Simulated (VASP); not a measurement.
# CrSbC3 (P4mm) in VASP: further runs

CrSbC3 is run at these levels: PBE; tasks: single point, relaxation of cell and atoms.

Program: VASP 6.6.1. These are calculated values, not measurements. Logs are shortened: lines on timing, memory, paths and dates and some standing lists are left out, and cuts for length are marked.

### 1 The cell of the first run

Symmetry: P4mm, No. 99, tetragonal system. Conventional cell: a = 4.034 Å, b = 4.034 Å, c = 3.868 Å, α = 90.00°, β = 90.00°, γ = 90.00°. Cr (site symmetry 4mm) has 6 C at 1.82 to 2.04 Å within 2.4 Å. Within 3.1 Å of Sb (site symmetry 4mm) lie 8 C at 2.32 to 2.98 Å and 4 Cr at 3.08 Å. Within 2.4 Å of C (site symmetry 4mm) lie 2 Cr at 1.82 to 2.04 Å. C (site symmetry 2mm) has 2 Cr at 2.02 Å and 2 Sb at 2.32 Å and 8 C at 2.73 to 2.86 Å within 2.9 Å.

### 2 Single point, PBE

The input, INCAR:

```
ALGO = Normal
EDIFF = 1E-6
ENCUT = 520
GGA = PE
ISIF = 2
ISMEAR = 0
LASPH = T
LCHARG = F
LREAL = F
LWAVE = F
NBANDS = 22
NELM = 80
PREC = Accurate
SIGMA = 0.1
```

The input, KPOINTS:

```
k-points
0
Gamma
  10 10 10
```

The input, POSCAR:

```
CrSbC3
1.0
    4.0338959060      0.0000000000      0.0000000000
    0.0000000000      4.0338959060      0.0000000000
    0.0000000000      0.0000000000      3.8680484055
Cr Sb C
1 1 3
Direct
    0.5000000000      0.5000000000      0.4607137417
    0.0000000000      0.0000000000      0.1569481001
    0.5000000000      0.5000000000      0.9324772401
    0.0000000000      0.5000000000      0.4549304590
    0.5000000000      0.0000000000      0.4549304590
```

Potentials or basis: VASP PAW PBE potentials, release 64 (Cr_pv, Sb, C).

The run is started by

```console
> cat potpaw_PBE.64/Cr_pv/POTCAR potpaw_PBE.64/Sb/POTCAR potpaw_PBE.64/C/POTCAR > POTCAR
> mpirun -np 1 vasp_std > vasp.out
```

OUTCAR:

```text
EDIFF = 1E-6
   ENCUT = 520
   GGA = PE
   ISIF = 2
   ISMEAR = 0
   LASPH = T
   LREAL = F
   NELM = 80
   PREC = Accurate

 ion  position               nearest neighbor table
   1  0.500  0.500  0.461-   3 1.82   4 2.02   5 2.02   5 2.02   4 2.02   3 2.04   2 3.08   2 3.08
                             2 3.08   2 3.08
   2  0.000  0.000  0.157-   4 2.32   5 2.32   4 2.32   5 2.32   1 3.08   1 3.08   1 3.08   1 3.08

   3  0.500  0.500  0.932-   1 1.82   1 2.04
   4  0.000  0.500  0.455-   1 2.02   1 2.02   2 2.32   2 2.32
   5  0.500  0.000  0.455-   1 2.02   1 2.02   2 2.32   2 2.32

  LATTYP: Found a simple tetragonal cell.
 ALAT       =     4.0338959060
 C/A-ratio  =     0.9588865195

  Lattice vectors:

 A1 = (   4.0338959060,   0.0000000000,   0.0000000000)
 A2 = (   0.0000000000,   4.0338959060,   0.0000000000)
 A3 = (   0.0000000000,   0.0000000000,   3.8680484055)

Analysis of symmetry for initial positions (statically):
=====================================================================
 Subroutine PRICEL returns:
 Original cell was already a primitive cell.

 Routine SETGRP: Setting up the symmetry group for a
 simple tetragonal supercell.

 Subroutine GETGRP returns: Found  8 space group operations
 (whereof  8 operations were pure point group operations)
 out of a pool of 16 trial point group operations.

The static configuration has the point symmetry C_4v.

Analysis of symmetry for dynamics (positions and initial velocities):
=====================================================================
 Subroutine PRICEL returns:
 Original cell was already a primitive cell.

 Routine SETGRP: Setting up the symmetry group for a
 simple tetragonal supercell.

 Subroutine GETGRP returns: Found  8 space group operations
 (whereof  8 operations were pure point group operations)
 out of a pool of 16 trial point group operations.

The dynamic configuration has the point symmetry C_4v.

 Subroutine INISYM returns: Found  8 space group operations
 (whereof  8 operations are pure point group operations),
 and found     1 'primitive' translations

----------------------------------------------------------------------------------------

                                     Primitive cell

  volume of cell :      62.9421

  direct lattice vectors                    reciprocal lattice vectors
     4.033895906  0.000000000  0.000000000     0.247899307  0.000000000  0.000000000
     0.000000000  4.033895906  0.000000000     0.000000000  0.247899307  0.000000000
     0.000000000  0.000000000  3.868048406     0.000000000  0.000000000  0.258528306

  length of vectors
     4.033895906  4.033895906  3.868048406     0.247899307  0.247899307  0.258528306

  position of ions in fractional coordinates (direct lattice)
     0.500000000  0.500000000  0.460713742
     0.000000000  0.000000000  0.156948100
     0.500000000  0.500000000  0.932477240
     0.000000000  0.500000000  0.454930459
     0.500000000  0.000000000  0.454930459

  ion indices of the primitive-cell ions
   primitive index   ion index
                 1           1
                 2           2
                 3           3
                 4           4
                 5           5

----------------------------------------------------------------------------------------

 KPOINTS: k-points

Automatic generation of k-mesh.
 Grid dimensions read from file:
 generate k-points for:   10   10   10

 Generating k-lattice:

  Cartesian coordinates                     Fractional coordinates (reciprocal lattice)
     0.024789931  0.000000000  0.000000000     0.100000000  0.000000000  0.000000000
     0.000000000  0.024789931  0.000000000     0.000000000  0.100000000  0.000000000
     0.000000000  0.000000000  0.025852831     0.000000000  0.000000000  0.100000000

  Length of vectors
     0.024789931  0.024789931  0.025852831

  Shift w.r.t. Gamma in fractional coordinates (k-lattice)
     0.000000000  0.000000000  0.000000000

 Subroutine IBZKPT returns following result:
 ===========================================

 Found    126 irreducible k-points:

 Following reciprocal coordinates:
            Coordinates               Weight
  0.000000  0.000000  0.000000      1.000000
  0.100000  0.000000  0.000000      4.000000
  0.200000  0.000000  0.000000      4.000000
  0.300000  0.000000  0.000000      4.000000
  0.400000  0.000000  0.000000      4.000000
  0.500000  0.000000  0.000000      2.000000
[... 16 lines left out ...]
  0.100000  0.000000  0.100000      8.000000
  0.200000  0.000000  0.100000      8.000000
 [... further k-points ...]
   k-points           NKPTS =    126   k-points in BZ     NKDIM =    126   number of bands    NBANDS=     22
   number of dos      NEDOS =    301   number of ions     NIONS =      5
   total plane-waves  NPLWV =  27000
   dimension x,y,z NGX =    30 NGY =   30 NGZ =   30
   dimension x,y,z NGXF=    60 NGYF=   60 NGZF=   60
   ions per type =               1   1   3
   NGX,Y,Z   is equivalent  to a cutoff of  12.36, 12.36, 12.89 a.u.
   NGXF,Y,Z  is equivalent  to a cutoff of  24.73, 24.73, 25.79 a.u.
 SYSTEM =  unknown system
   PREC   = accura    normal or accurate (medium, high low for compatibility)
   ISTART =      0    job   : 0-new  1-cont  2-samecut
   ICHARG =      2    charge: 1-file 2-atom 10-const
   ISPIN  =      1    spin polarized calculation?
   LNONCOLLINEAR =      F non collinear calculations
   LSORBIT =      F    spin-orbit coupling
   LASPH  =      T    aspherical Exc in radial PAW
   ENCUT  =  520.0 eV  38.22 Ry    6.18 a.u.   7.50  7.50  7.19*2*pi/ulx,y,z
   NELM   =     80;   NELMIN=  2; NELMDL= -5     # of ELM steps
   EDIFF  = 0.1E-05   stopping-criterion for ELM
   LREAL  =      F    real-space projection
   EDIFFG = 0.1E-04   stopping-criterion for IOM
   NSW    =      0    number of steps for IOM
   IBRION =     -1    ionic relax: 0-MD 1-quasi-New 2-CG
   NFREE  =      0    steps in history (QN), initial steepest desc. (CG)
   ISIF   =      2    stress and relaxation
   ISYM   =      2    0-nonsym 1-usesym 2-fastsym
   POTIM  = 0.5000    time-step for ionic-motion
   TEBEG  =    0.0;   TEEND  =   0.0 temperature during run
   PSTRESS=    0.0 pullay stress
   NELECT =      29.0000    total number of electrons
   NUPDOWN=      -1.0000    fix difference up-down
   EMIN   =  10.00;   EMAX   =-10.00  energy-range for DOS
   EFERMI =   0.00;   METHOD = LEGACY
   ISMEAR =     0;   SIGMA  =   0.10  broadening in eV -4-tet -1-fermi 0-gaus
   EFERMI_NEDOS =   21; number of points for ismear=-14 and -15
   IALGO  =     38    algorithm
   IMIX   =      4    mixing-type and parameters
     AMIX     =   0.40;   BMIX     =  1.00
     AMIX_MAG =   1.60;   BMIX_MAG =  1.00
  volume/ion in A,a.u.               =      12.59        84.95
  Fermi-wavevector in a.u.,A,eV,Ry     =   1.264427  2.389420 21.752661  1.598775
  Thomas-Fermi vector in A             =   2.397733
   LORBIT       =      0    0 simple, 1 ext, 2 COOP (PROOUT), +10 PAW based schemes
   GGA     = PE    functional components
   LHFCALC =     F    Hartree Fock is set to
   AEXX    =    0.0000 exact exchange contribution
   IVDW    =     0    specifies the selected vdW correction
   LEPSILON=     F    determine dielectric tensor
   LRPA    =     F    only Hartree local field effects (RPA)
 non-spin polarized calculation
 Gauss-broadening in eV      SIGMA  =   0.10
  energy-cutoff  :      520.00
  volume of cell :       62.94
 maximum number of plane-waves:      1718
   NGX = 15   NGY = 15   NGZ = 15

 number of electron      28.9999996 magnetization

 Free energy of the ion-electron system (eV)
  ---------------------------------------------------
  ext. energy  EPLUGINS =         0.00000000
  ---------------------------------------------------
  free energy    TOTEN  =       -32.73815045 eV

  energy without entropy =      -32.72285115  energy(sigma->0) =      -32.73050080

 E-fermi :   7.5214     XC(G=0): -11.3510

 val. band max:        7.5196308967   @ k =   0.4000   0.2000   0.1000
 cond. band min:       7.5295060765   @ k =   0.1000   0.0000   0.0000
 fundamental gap:      0.0098751798
 Fermi energy:         7.5214136582

 k-point     1 :       0.0000    0.0000    0.0000
  band No.  band energies     occupation
      1     -35.9862      2.00000
      2     -35.9862      2.00000
      3     -35.9182      2.00000
      4      -6.9522      2.00000
      5      -2.0761      2.00000
      6      -1.8953      2.00000
[... 14 lines left out ...]
     21      10.0074      0.00000
     22      11.3988      0.00000

 k-point     2 :       0.1000    0.0000    0.0000
  band No.  band energies     occupation
      1     -35.9865      2.00000
      2     -35.9862      2.00000
      3     -35.9182      2.00000
      4      -6.8676      2.00000
      5      -2.1484      2.00000
      6      -1.9516      2.00000
[... 14 lines left out ...]
     21      10.2648      0.00000
     22      11.6079      0.00000

 k-point     3 :       0.2000    0.0000    0.0000
  band No.  band energies     occupation
      1     -35.9870      2.00000
      2     -35.9861      2.00000
      3     -35.9181      2.00000
      4      -6.6163      2.00000
      5      -2.5831      2.00000
      6      -1.9221      2.00000
[... 14 lines left out ...]
     21      10.9155      0.00000
     22      12.1173      0.00000
[... 476 lines left out ...]
 k-point    23 :       0.1000    0.0000    0.1000
  band No.  band energies     occupation
      1     -35.9864      2.00000
      2     -35.9861      2.00000
      3     -35.9185      2.00000
      4      -6.8015      2.00000
      5      -2.1540      2.00000
      6      -1.9462      2.00000
[... 14 lines left out ...]
     21      10.2100      0.00000
     22      11.9390      0.00000

 k-point    24 :       0.2000    0.0000    0.1000
  band No.  band energies     occupation
      1     -35.9869      2.00000
      2     -35.9860      2.00000
      3     -35.9184      2.00000
      4      -6.5507      2.00000
      5      -2.5481      2.00000
      6      -1.9326      2.00000
[... 14 lines left out ...]
     21      10.9993      0.00000
     22      12.2259      0.00000

 [... further k-points ...]

------------------------ aborting loop because EDIFF is reached ----------------------------------------

  FORCE on cell =-STRESS in cart. coord.  units (eV):
  Direction    XX          YY          ZZ          XY          YZ          ZX
  --------------------------------------------------------------------------------------
  -------------------------------------------------------------------------------------
  Total       -0.0417570     -0.0417570     -0.0175643      0.0000000      0.0000000      0.0000000
  in kB       -1.0629149     -1.0629149     -0.4470947      0.0000000      0.0000000      0.0000000
  external PRESSURE =      -0.8576415 kB  Pullay stress =       0.0000000 kB

 VOLUME and BASIS-vectors are now :
 -----------------------------------------------------------------------------
  energy-cutoff  :      520.00
  volume of cell :       62.94
      direct lattice vectors                 reciprocal lattice vectors
     4.033895906  0.000000000  0.000000000     0.247899307  0.000000000  0.000000000
     0.000000000  4.033895906  0.000000000     0.000000000  0.247899307  0.000000000
     0.000000000  0.000000000  3.868048406     0.000000000  0.000000000  0.258528306

 POSITION                                       TOTAL-FORCE (eV/Angst)
 -----------------------------------------------------------------------------------
      2.01695      2.01695      1.78206         0.000000     -0.000000     -0.027222
      0.00000      0.00000      0.60708         0.000000     -0.000000     -0.031942
      2.01695      2.01695      3.60687         0.000000      0.000000      0.021431
      0.00000      2.01695      1.75969        -0.000000     -0.000000      0.018867
      2.01695      0.00000      1.75969         0.000000     -0.000000      0.018867
 -----------------------------------------------------------------------------------
    total drift:                                0.000000      0.000000      0.000133

  FREE ENERGIE OF THE ION-ELECTRON SYSTEM (eV)
  ---------------------------------------------------
  free  energy   TOTEN  =       -32.7381504481 eV

  energy  without entropy=      -32.7228511542  energy(sigma->0) =      -32.73050080
```

Wall time 1.8 min (1 thread of Intel Xeon Platinum 8559C (Emerald Rapids), shared host); peak memory 0.3 GiB.

What came out:

* Free energy: -32.7382 eV
* Pressure: -0.1 GPa
* Largest force: 0.032 eV/Å
* Band gap on the k mesh: zero (an odd number of electrons rules out a gap without spin polarisation)

Forces on the atoms (eV/Å):
```
Cr   0.000  0.000 -0.027
Sb   0.000  0.000 -0.032
C    0.000  0.000  0.021
C    0.000  0.000  0.019
C    0.000  0.000  0.019
```

Levels at points of the mesh, in eV from the Fermi level:
| k point | band 12 | band 13 | band 14 | band 15 | band 16 | band 17 | band 18 | band 19 |
| --- | --- | --- | --- | --- | --- | --- | --- | --- |
| (0.00, 0.00, 0.00) | -0.97 | -0.86 | -0.30 | -0.30 | 0.20 | 0.43 | 1.40 | 1.40 |
| (0.50, 0.00, 0.00) | -2.68 | -1.94 | -0.77 | 0.67 | 0.99 | 1.20 | 1.54 | 1.91 |
| (0.50, 0.50, 0.00) | -1.96 | -1.17 | -1.17 | -0.91 | 1.11 | 1.24 | 1.94 | 1.94 |
| (0.00, 0.00, 0.50) | -2.89 | -0.93 | -0.81 | 0.38 | 0.38 | 0.69 | 1.66 | 1.91 |
| (0.50, 0.00, 0.50) | -2.94 | -2.07 | -1.50 | -1.35 | 0.93 | 2.13 | 2.68 | 2.82 |
| (0.50, 0.50, 0.50) | -4.04 | -3.75 | 0.60 | 0.97 | 0.97 | 1.28 | 2.61 | 2.61 |

Caveat: spin-orbit coupling is left out, which moves the levels of the heavy elements; the run has no spin polarisation, though such a crystal can be magnetic. Spin polarisation is off, so any magnetic state and its effect on volume and gap are missing.

### 3 Relaxation of cell and atoms, PBE

This run uses another cell than the first one, of 12.50 Å³/atom.

The input, INCAR:

```
PREC = Accurate ; ENCUT = 600
EDIFF = 1E-6 ; ISMEAR = 0
SIGMA = 0.1 ; LREAL = False
LASPH = True ; NELM = 60
ALGO = Normal ; ISIF = 3
LWAVE = False ; LCHARG = False
GGA = PE ; IBRION = 2
NSW = 100 ; EDIFFG = -0.01
```

The input, KPOINTS:

```
Automatic mesh
0
Gamma
  10 10 10
```

The input, POSCAR:

```
CrSbC3
1.0
    4.0306109292      0.0000000000      0.0000000000
    0.0000000000      4.0306109292      0.0000000000
    0.0000000000      0.0000000000      3.8461510192
Cr Sb C
1 1 3
Direct
    0.5000000000      0.5000000000      0.4472604607
    0.0000000000      0.0000000000      0.1588028250
    0.5000000000      0.5000000000      0.9351451348
    0.0000000000      0.5000000000      0.4593957897
    0.5000000000      0.0000000000      0.4593957897
```

Potentials or basis: VASP PAW PBE potentials, release 64 (Cr_pv, Sb, C).

The run is started by

```console
> cat potpaw_PBE.64/Cr_pv/POTCAR potpaw_PBE.64/Sb/POTCAR potpaw_PBE.64/C/POTCAR > POTCAR
> mpirun -np 1 vasp_std > vasp.out
```

Wall time 6.4 min (1 thread of Intel Xeon Platinum 8559C (Emerald Rapids), shared host); peak memory 0.34 GiB.

The run converged. Its results:

| Quantity | Value |
| --- | --- |
| Free energy | -32.7394 eV |
| Relaxed volume | 12.53 Å³/atom |
| Relaxed cell | a = 4.027 Å, b = 4.027 Å, c = 3.863 Å, α = 90.00°, β = 90.00°, γ = 90.00° |
| Space group after relaxing (to 0.1 Å) | P4mm (No. 99) |
| Energy gained by relaxing | 1.6 meV/atom |
| Ionic steps | 10 |
| Pressure after relaxing | 0.0 GPa |
| Largest force after relaxing | 0.008 eV/Å |
| Band gap on the k mesh | zero (an odd number of electrons rules out a gap without spin polarisation) |

Forces on the atoms (eV/Å):
```
Cr   0.000  0.000  0.001
Sb   0.000  0.000  0.008
C    0.000  0.000 -0.007
C    0.000  0.000 -0.001
C    0.000  0.000 -0.001
```

Step by step:
| step | energy change (eV) | largest force (eV/Å) | pressure (GPa) | volume (Å³) |
| --- | --- | --- | --- | --- |
| 1 | 0.0000 | 0.2549 | 0.19 | 62.48 |
| 2 | -0.0038 | 0.1639 | -0.16 | 62.62 |
| 3 | -0.0048 | 0.0803 | -0.43 | 62.73 |
| 4 | -0.0069 | 0.0890 | 0.31 | 62.49 |
| 5 | -0.0070 | 0.0937 | 0.44 | 62.45 |
| 6 | -0.0076 | 0.0306 | -0.18 | 62.70 |
| 7 | -0.0077 | 0.0222 | -0.03 | 62.64 |
| 8 | -0.0078 | 0.0136 | -0.02 | 62.65 |
| 9 | -0.0079 | 0.0142 | 0.00 | 62.66 |
| 10 | -0.0079 | 0.0076 | 0.02 | 62.66 |

Final structure:
```yaml
crystal:
  lattice:
    - [4.02741, 0.00000, 0.00000]
    - [0.00000, 4.02741, 0.00000]
    - [0.00000, 0.00000, 3.86309]
  atoms:
    - { symbol: Cr, position: [0.50000, 0.50000, 0.45929] }
    - { symbol: Sb, position: [0.00000, 0.00000, 0.15327] }
    - { symbol: C, position: [0.50000, 0.50000, 0.93415] }
    - { symbol: C, position: [0.00000, 0.50000, 0.45664] }
    - { symbol: C, position: [0.50000, 0.00000, 0.45664] }
```

Levels at points of the mesh, in eV from the Fermi level:
```
           k point  band 12  band 13  band 14  band 15  band 16  band 17  band 18
(0.00, 0.00, 0.00)    -0.95    -0.87    -0.30    -0.30     0.21     0.47     1.36
(0.50, 0.00, 0.00)    -2.71    -1.94    -0.75     0.72     1.01     1.18     1.49
(0.50, 0.50, 0.00)    -1.99    -1.20    -1.20    -0.93     1.12     1.27     1.94
(0.00, 0.00, 0.50)    -2.92    -0.95    -0.81     0.41     0.41     0.71     1.65
(0.50, 0.00, 0.50)    -2.96    -2.10    -1.53    -1.35     0.96     2.13     2.67
(0.50, 0.50, 0.50)    -4.06    -3.77     0.60     0.98     0.98     1.31     2.60
```

Caveat: spin-orbit coupling is left out, which moves the levels of the heavy elements; the run has no spin polarisation, though such a crystal can be magnetic. Spin polarisation is off, so any magnetic state and its effect on volume and gap are missing.
